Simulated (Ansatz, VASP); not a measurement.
## One calculation of SnO2, two programs

```xyz
6
Lattice="1.6186 -2.8035 0.0000 1.6186 0.9345 4.2918 -4.8559 -2.8035 0.0000" Properties=species:S:1:pos:R:3 pbc="T T T"
Sn    1.6404   -0.9848    1.9700
Sn   -1.6404   -0.8843    2.3218
O    -1.7090   -2.8259    3.2019
O     1.7090   -2.7811    3.0710
O    -0.0904   -1.8914    1.2208
O    -1.5282   -4.6502    1.0899
```

Change from the starting cell: mode 4 frozen in at -0.176 Å and mode 5 at -0.054 Å (largest displacements).

Alike in both runs: task single point; functional PBE; dispersion D3(BJ); k mesh 8 × 6 × 6; occupations gaussian, width 0.05 eV; no spin polarisation.

```csv
,VASP,Ansatz
version,VASP 6.6.1,Ansatz 0.2.0
potentials or method,"VASP PAW PBE potentials, release 64 (Sn_d, O), cutoff 520 eV","scalar-relativistic, plane waves, PAW"
valence electrons in the cell,52,52
```

```tsv
	VASP	Ansatz	Ansatz less VASP
gap on the k mesh at the Fermi level (eV)	1.31	1.34	+0.031
least direct gap on the mesh (eV)	1.34	1.37	+0.028
pressure (GPa)	-0.6	-1.3	-0.65
traceless stress, the component that is largest in VASP (GPa)	-0.98	-0.53	+0.445
rms of the force components (eV/Å)	0.239	0.240	+0.0007
```

Atom by atom the forces differ by 0.028 eV/Å (rms over components).
